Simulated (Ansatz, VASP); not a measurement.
# V in VASP and in Ansatz

INCAR

```
SYSTEM = V
PREC = Accurate
ENCUT = 520
EDIFF = 1E-6
ISMEAR = -1
SIGMA = 0.05
LREAL = .FALSE.
LASPH = .TRUE.
NELM = 150
ALGO = Normal
ISIF = 2
LWAVE = .FALSE.
LCHARG = .FALSE.
ISPIN = 2
MAGMOM = 2
LORBIT = 11
LMAXMIX = 4
LDAU = .TRUE.
LDAUTYPE = 2
LDAUL = 2
LDAUU = 2
LDAUJ = 0
LDAUPRINT = 1
GGA = PS
NBANDS = 16
```

KPOINTS

```
regular mesh
0
G
  12 12 12
  0 0 0
```

POSCAR

```
V
1.0
   -1.5143500000      1.5143500000      1.5143500000
    1.5143500000     -1.5143500000      1.5143500000
    1.5143500000      1.5143500000     -1.5143500000
V
1
Direct
    0.0000000000      0.0000000000      0.0000000000
```

input.yaml

```yaml
crystal:
  lattice:
    - [-1.51435, 1.51435, 1.51435]
    - [1.51435, -1.51435, 1.51435]
    - [1.51435, 1.51435, -1.51435]
  atoms:
    - { symbol: V, position: [0.0, 0.0, 0.0], spin: 2.0 }
kpoints:
  mp_grid: { grid: [12, 12, 12] }
scf:
  occupations: { method: fermi_dirac, width: 0.05 }
hamiltonian:
  xc: pbesol
  pseudopotentials: { kind: all_electron, lapw: { basis_error: 0.001 } }
  hubbard:
    sites: [{ species: V, l: d, u_eff: 2 }]
    double_counting: fll
    projectors: ortho-atomic
magnetization:
  spin_polarized: true
output:
  forces: true
  stress: true
  eigenvalues: true
  dos: { projected: false, de: 0.1, e_range: [-10, 6] }
  hubbard: {}
```

Alike in both runs: functional PBEsol; k mesh 12 × 12 × 12; occupations fermi-dirac, width 0.05 eV; collinear spin; Hubbard terms V d U = 2.0 eV.

```csv
,VASP,Ansatz
version,VASP 6.6.1,Ansatz 0.2.0
potentials or method,"VASP PAW PBE potentials, release 64 (V_sv), cutoff 520 eV","all-electron LAPW, scalar-relativistic"
task,single point,density of states
```

```csv
,VASP,Ansatz,Ansatz less VASP
gap on the k mesh at the Fermi level (eV),none,none,-
pressure (GPa),-5.4,-8.5,-3.12
net moment per atom (μB),0.59,0.63,+0.036
size of the moment on the site where the two differ most (μB),0.50,0.56,+0.054
```

VASP's potentials were made for PBE, not for PBEsol. Site moments also hang on the region over which each program counts them. The programs project onto different local orbitals, so the same U acts differently, and such runs can settle in different states. A gap of «none» marks a metal or a gap that the smearing closes. Ansatz ran all-electron here, and VASP with PAW potentials.

Noted on Ansatz's run: the magnetic state may not be the lowest; U is the effective U less J, on atomic orbitals that reach past the spheres.
